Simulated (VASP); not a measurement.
# Bi (Fm-3m) in VASP: further runs

Runs on Bi. Level: LDA. Tasks: single point, relaxation of cell and atoms.

Program: VASP 6.6.1. These are calculated values, not measurements. Logs are shortened: lines on timing, memory, paths and dates and some standing lists are left out, and cuts for length are marked.

## 1. The cell of the first run

Symmetry: Fm-3m, No. 225, cubic system. Conventional cell: a = 4.597 Å, b = 4.597 Å, c = 4.597 Å, α = 90.00°, β = 90.00°, γ = 90.00°. Bi (site symmetry m-3m) has 12 Bi at 3.25 Å within 4.3 Å.

## 2. Single point, LDA

INCAR reads:

```
PREC = Accurate ; ENCUT = 520
EDIFF = 1E-6 ; ISMEAR = -1
SIGMA = 0.08 ; LREAL = False
LASPH = True ; NELM = 80
ALGO = Normal ; ISIF = 2
LWAVE = False ; LCHARG = True
GGA = CA ; LELF = True
LVHAR = True ; NBANDS = 14
```

KPOINTS reads:

```
regular mesh
0
Gamma
  14 14 14
```

POSCAR reads:

```
Bi
1.0
    0.0000000000      2.2982812073      2.2982812073
    2.2982812073      0.0000000000      2.2982812073
    2.2982812073      2.2982812073      0.0000000000
Bi
1
Direct
    0.0000000000      0.0000000000      0.0000000000
```

Potentials or basis: VASP PAW LDA potentials, release 64 (Bi_d).

Started as:

```console
$ cat potpaw_LDA.64/Bi_d/POTCAR > POTCAR
$ mpirun -np 1 vasp_std > vasp.out
```

OUTCAR:

```text
PREC = Accurate
   ENCUT = 520
   EDIFF = 1E-6
   ISMEAR = -1
   LREAL = False
   LASPH = True
   NELM = 80
   ISIF = 2
   GGA = CA

 ion  position               nearest neighbor table
   1  0.000  0.000  0.000-

  LATTYP: Found a face centered cubic cell.
 ALAT       =     4.5965624146

  Lattice vectors:

 A1 = (   0.0000000000,   2.2982812073,   2.2982812073)
 A2 = (   2.2982812073,   0.0000000000,   2.2982812073)
 A3 = (   2.2982812073,   2.2982812073,   0.0000000000)

Analysis of symmetry for initial positions (statically):
=====================================================================
 Subroutine PRICEL returns:
 Original cell was already a primitive cell.

 Routine SETGRP: Setting up the symmetry group for a
 face centered cubic supercell.

 Subroutine GETGRP returns: Found 48 space group operations
 (whereof 48 operations were pure point group operations)
 out of a pool of 48 trial point group operations.

The static configuration has the point symmetry O_h .

Analysis of symmetry for dynamics (positions and initial velocities):
=====================================================================
 Subroutine PRICEL returns:
 Original cell was already a primitive cell.

 Routine SETGRP: Setting up the symmetry group for a
 face centered cubic supercell.

 Subroutine GETGRP returns: Found 48 space group operations
 (whereof 48 operations were pure point group operations)
 out of a pool of 48 trial point group operations.

The dynamic configuration has the point symmetry O_h .

 Subroutine INISYM returns: Found 48 space group operations
 (whereof 48 operations are pure point group operations),
 and found     1 'primitive' translations

----------------------------------------------------------------------------------------

                                     Primitive cell

  volume of cell :      24.2795

  direct lattice vectors                    reciprocal lattice vectors
     0.000000000  2.298281207  2.298281207    -0.217553883  0.217553883  0.217553883
     2.298281207  0.000000000  2.298281207     0.217553883 -0.217553883  0.217553883
     2.298281207  2.298281207  0.000000000     0.217553883  0.217553883 -0.217553883

  length of vectors
     3.250260454  3.250260454  3.250260454     0.376814378  0.376814378  0.376814378

  position of ions in fractional coordinates (direct lattice)
     0.000000000  0.000000000  0.000000000

  ion indices of the primitive-cell ions
   primitive index   ion index
                 1           1

----------------------------------------------------------------------------------------

 KPOINTS: regular mesh

Automatic generation of k-mesh.
 Grid dimensions read from file:
 generate k-points for:   14   14   14

 Generating k-lattice:

  Cartesian coordinates                     Fractional coordinates (reciprocal lattice)
    -0.015539563  0.015539563  0.015539563     0.071428571  0.000000000  0.000000000
     0.015539563 -0.015539563  0.015539563     0.000000000  0.071428571  0.000000000
     0.015539563  0.015539563 -0.015539563     0.000000000  0.000000000  0.071428571

  Length of vectors
     0.026915313  0.026915313  0.026915313

  Shift w.r.t. Gamma in fractional coordinates (k-lattice)
     0.000000000  0.000000000  0.000000000

 Subroutine IBZKPT returns following result:
 ===========================================

 Found    104 irreducible k-points:

 Following reciprocal coordinates:
            Coordinates               Weight
  0.000000  0.000000  0.000000      1.000000
  0.071429  0.000000  0.000000      8.000000
  0.142857  0.000000  0.000000      8.000000
  0.214286  0.000000  0.000000      8.000000
  0.285714  0.000000  0.000000      8.000000
  0.357143  0.000000  0.000000      8.000000
[... 16 lines left out ...]
  0.214286  0.142857  0.000000     24.000000
  0.285714  0.142857  0.000000     24.000000
 [... further k-points ...]
   k-points           NKPTS =    104   k-points in BZ     NKDIM =    104   number of bands    NBANDS=     14
   number of dos      NEDOS =    301   number of ions     NIONS =      1
   total plane-waves  NPLWV =  13824
   dimension x,y,z NGX =    24 NGY =   24 NGZ =   24
   dimension x,y,z NGXF=    48 NGYF=   48 NGZF=   48
   ions per type =               1
   NGX,Y,Z   is equivalent  to a cutoff of  12.28, 12.28, 12.28 a.u.
   NGXF,Y,Z  is equivalent  to a cutoff of  24.55, 24.55, 24.55 a.u.
 SYSTEM =  unknown system
   PREC   = accura    normal or accurate (medium, high low for compatibility)
   ISTART =      0    job   : 0-new  1-cont  2-samecut
   ICHARG =      2    charge: 1-file 2-atom 10-const
   ISPIN  =      1    spin polarized calculation?
   LNONCOLLINEAR =      F non collinear calculations
   LSORBIT =      F    spin-orbit coupling
   LASPH  =      T    aspherical Exc in radial PAW
   ENCUT  =  520.0 eV  38.22 Ry    6.18 a.u.   6.04  6.04  6.04*2*pi/ulx,y,z
   NELM   =     80;   NELMIN=  2; NELMDL= -5     # of ELM steps
   EDIFF  = 0.1E-05   stopping-criterion for ELM
   LREAL  =      F    real-space projection
   EDIFFG = 0.1E-04   stopping-criterion for IOM
   NSW    =      0    number of steps for IOM
   IBRION =     -1    ionic relax: 0-MD 1-quasi-New 2-CG
   NFREE  =      0    steps in history (QN), initial steepest desc. (CG)
   ISIF   =      2    stress and relaxation
   ISYM   =      2    0-nonsym 1-usesym 2-fastsym
   POTIM  = 0.5000    time-step for ionic-motion
   TEBEG  =    0.0;   TEEND  =   0.0 temperature during run
   PSTRESS=    0.0 pullay stress
   NELECT =      15.0000    total number of electrons
   NUPDOWN=      -1.0000    fix difference up-down
   EMIN   =  10.00;   EMAX   =-10.00  energy-range for DOS
   EFERMI =   0.00;   METHOD = LEGACY
   ISMEAR =    -1;   SIGMA  =   0.08  broadening in eV -4-tet -1-fermi 0-gaus
   EFERMI_NEDOS =   21; number of points for ismear=-14 and -15
   IALGO  =     38    algorithm
   IMIX   =      4    mixing-type and parameters
     AMIX     =   0.40;   BMIX     =  1.00
     AMIX_MAG =   1.60;   BMIX_MAG =  1.00
  volume/ion in A,a.u.               =      24.28       163.85
  Fermi-wavevector in a.u.,A,eV,Ry     =   1.394308  2.634860 26.451020  1.944095
  Thomas-Fermi vector in A             =   2.517870
   LORBIT       =      0    0 simple, 1 ext, 2 COOP (PROOUT), +10 PAW based schemes
   GGA     = CA    functional components
   LHFCALC =     F    Hartree Fock is set to
   AEXX    =    0.0000 exact exchange contribution
   IVDW    =     0    specifies the selected vdW correction
   LEPSILON=     F    determine dielectric tensor
   LRPA    =     F    only Hartree local field effects (RPA)
 non-spin polarized calculation
  energy-cutoff  :      520.00
  volume of cell :       24.28
 maximum number of plane-waves:       668
   NGX = 13   NGY = 13   NGZ = 13

 number of electron      14.9999994 magnetization

 Free energy of the ion-electron system (eV)
  ---------------------------------------------------
  ext. energy  EPLUGINS =         0.00000000
  ---------------------------------------------------
  free energy    TOTEN  =        -4.13879994 eV

  energy without entropy =       -4.12194812  energy(sigma->0) =       -4.13037403

 E-fermi :  11.3296     XC(G=0): -11.7655

 val. band max:       11.2765397926   @ k =  -0.2857   0.2143   0.0714
 cond. band min:      11.3615917751   @ k =  -0.3571   0.2143   0.0714
 fundamental gap:      0.0850519825
 Fermi energy:        11.3295991103

 k-point     1 :       0.0000    0.0000    0.0000
  band No.  band energies     occupation
      1     -12.0652      2.00000
      2     -12.0652      2.00000
      3     -12.0652      2.00000
      4     -11.8964      2.00000
      5     -11.8964      2.00000
      6      -4.3986      2.00000
      7      17.9613      0.00000
      8      17.9613      0.00000
      9      17.9613      0.00000
     10      20.0693      0.00000
     11      23.3591      0.00000
     12      23.5903      0.00000
     13      23.5903      0.00000
     14      23.5903      0.00000

 k-point     2 :       0.0714    0.0000    0.0000
  band No.  band energies     occupation
      1     -12.0650      2.00000
      2     -12.0564      2.00000
      3     -12.0564      2.00000
      4     -11.8968      2.00000
      5     -11.8968      2.00000
      6      -4.2819      2.00000
      7      16.6116      0.00000
      8      17.8148      0.00000
      9      17.8148      0.00000
     10      19.8924      0.00000
     11      23.6672      0.00000
     12      23.8376      0.00000
     13      23.8376      0.00000
     14      25.1218      0.00000

 k-point     3 :       0.1429    0.0000    0.0000
  band No.  band energies     occupation
      1     -12.0650      2.00000
      2     -12.0362      2.00000
      3     -12.0362      2.00000
      4     -11.8935      2.00000
      5     -11.8935      2.00000
      6      -3.9314      2.00000
      7      14.0904      0.00000
      8      17.4397      0.00000
      9      17.4397      0.00000
     10      19.7289      0.00000
     11      23.8651      0.00000
     12      24.4638      0.00000
     13      24.4639      0.00000
     14      24.6195      0.00000
[... 324 lines left out ...]
 k-point    23 :       0.2143    0.1429    0.0000
  band No.  band energies     occupation
      1     -12.1111      2.00000
      2     -11.9789      2.00000
      3     -11.9715      2.00000
      4     -11.9405      2.00000
      5     -11.8499      2.00000
      6      -3.3485      2.00000
      7      13.2441      0.00000
      8      15.2349      0.00000
      9      15.7059      0.00000
     10      19.0228      0.00000
     11      20.2561      0.00000
     12      25.5591      0.00000
     13      26.3153      0.00000
     14      26.3258      0.00000

 k-point    24 :       0.2857    0.1429    0.0000
  band No.  band energies     occupation
      1     -12.1102      2.00000
      2     -11.9922      2.00000
      3     -11.9614      2.00000
      4     -11.9093      2.00000
      5     -11.8139      2.00000
      6      -2.6942      2.00000
      7      10.8209      1.99654
      8      14.7363      0.00000
      9      15.1392      0.00000
     10      18.8714      0.00000
     11      20.7372      0.00000
     12      25.2172      0.00000
     13      25.5493      0.00000
     14      25.7151      0.00000

 [... further k-points ...]

------------------------ aborting loop because EDIFF is reached ----------------------------------------

  FORCE on cell =-STRESS in cart. coord.  units (eV):
  Direction    XX          YY          ZZ          XY          YZ          ZX
  --------------------------------------------------------------------------------------
  -------------------------------------------------------------------------------------
  Total        2.9188235      2.9188235      2.9188235     -0.0000000     -0.0000000      0.0000000
  in kB      192.6100393    192.6100393    192.6100393     -0.0000000     -0.0000000      0.0000000
  external PRESSURE =     192.6100393 kB  Pullay stress =       0.0000000 kB

 VOLUME and BASIS-vectors are now :
 -----------------------------------------------------------------------------
  energy-cutoff  :      520.00
  volume of cell :       24.28
      direct lattice vectors                 reciprocal lattice vectors
     0.000000000  2.298281207  2.298281207    -0.217553883  0.217553883  0.217553883
     2.298281207  0.000000000  2.298281207     0.217553883 -0.217553883  0.217553883
     2.298281207  2.298281207  0.000000000     0.217553883  0.217553883 -0.217553883

 POSITION                                       TOTAL-FORCE (eV/Angst)
 -----------------------------------------------------------------------------------
      0.00000      0.00000      0.00000         0.000000      0.000000      0.000000
 -----------------------------------------------------------------------------------
    total drift:                               -0.000000     -0.000000     -0.000000

  FREE ENERGIE OF THE ION-ELECTRON SYSTEM (eV)
  ---------------------------------------------------
  free  energy   TOTEN  =        -4.1387999376 eV

  energy  without entropy=       -4.1219481155  energy(sigma->0) =       -4.13037403
```

Wall time 22 s (1 thread of AMD EPYC 7R43 (Zen 3), shared host); peak memory 0.11 GiB.

Results:

```yaml
Free_energy: -4.1388 eV
Pressure: 19.3 GPa
```

Levels at points of the mesh, in eV from the Fermi level:
| k point | band 4 | band 5 | band 6 | band 7 | band 8 | band 9 | band 10 | band 11 |
| --- | --- | --- | --- | --- | --- | --- | --- | --- |
| (0.00, 0.00, 0.00) | -23.23 | -23.23 | -15.73 | 6.63 | 6.63 | 6.63 | 8.74 | 12.03 |
| (0.50, 0.00, 0.00) | -23.07 | -23.07 | -11.36 | -7.02 | 4.39 | 4.39 | 8.30 | 9.28 |
| (0.50, 0.50, 0.00) | -23.03 | -23.03 | -9.61 | -5.96 | 0.22 | 0.22 | 4.38 | 5.57 |

Caveat: spin-orbit coupling is left out, which moves the levels of the heavy elements.

(Continued in part 2 of 2.)
